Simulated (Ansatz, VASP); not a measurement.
CaO in VASP and in Ansatz

The input INCAR:

```
PREC = Accurate
ENCUT = 600
EDIFF = 1E-7
ISMEAR = 0
SIGMA = 0.1
LREAL = F
LASPH = T
NELM = 60
ALGO = Normal
ISIF = 3
LWAVE = F
LCHARG = F
GGA = PE
IBRION = 2
NSW = 90
EDIFFG = -0.04
```

Contents of KPOINTS:

```
regular mesh
0
Gamma
  6 6 6
```

File POSCAR:

```
CaO
1.0
    3.1570786000      0.0000000000      0.0000000000
   -1.5785393000      2.7341102700      0.0000000000
    0.0000000000      0.0000000000      3.0736291200
Ca O
1 1
Direct
    0.3333333300      0.6666666700      0.5000000000
    0.6666666700      0.3333333300      0.0000000000
```

Input for Ansatz:

```yaml
crystal:
  lattice:
    - [3.1570786, 0.0, 0.0]
    - [-1.5785393, 2.73411027, 0.0]
    - [0.0, 0.0, 3.07362912]
  atoms:
    - { symbol: Ca, position: [0.33333333, 0.66666667, 0.5] }
    - { symbol: O, position: [0.66666667, 0.33333333, 0.0] }
basis:
  ecutwfc: 420
kpoints:
  mp_grid: { grid: [6, 6, 6] }
hamiltonian:
  xc: pbe
scf:
  occupations: { method: gaussian, width: 0.1 }
  lower_state_search: "off"
output:
  forces: true
  stress: true
  eigenvalues: true
relax:
  adjacent_minimum: "off"
  f_tol: 0.04
  max_steps: 70
  cell: { stress_tol: 0.4 }
```

Alike in both runs: task relaxation of cell and atoms; functional PBE; k mesh 6 × 6 × 6; occupations gaussian, width 0.1 eV; no spin polarisation.

|  | VASP | Ansatz |
| --- | --- | --- |
| version | VASP 6.6.1 | Ansatz 0.2.0 |
| potentials or method | VASP PAW PBE potentials, release 64 (Ca_sv, O), cutoff 600 eV | scalar-relativistic, plane waves, PAW |
| valence electrons in the cell | 16 | 16 |

VASP gave:

| Property | Result |
| --- | --- |
| gap on the k mesh at the Fermi level, each at its own relaxed structure (eV) | 3.30 |
| relaxed volume (Å³/atom) | 14.25 |
| relaxed cell length with the largest relative difference (Å) | 3.309 |

Problem. Estimate Ansatz's values.

Solution. gap on the k mesh at the Fermi level, each at its own relaxed structure (eV): 3.34; relaxed volume (Å³/atom): 14.11; relaxed cell length with the largest relative difference (Å): 3.296.
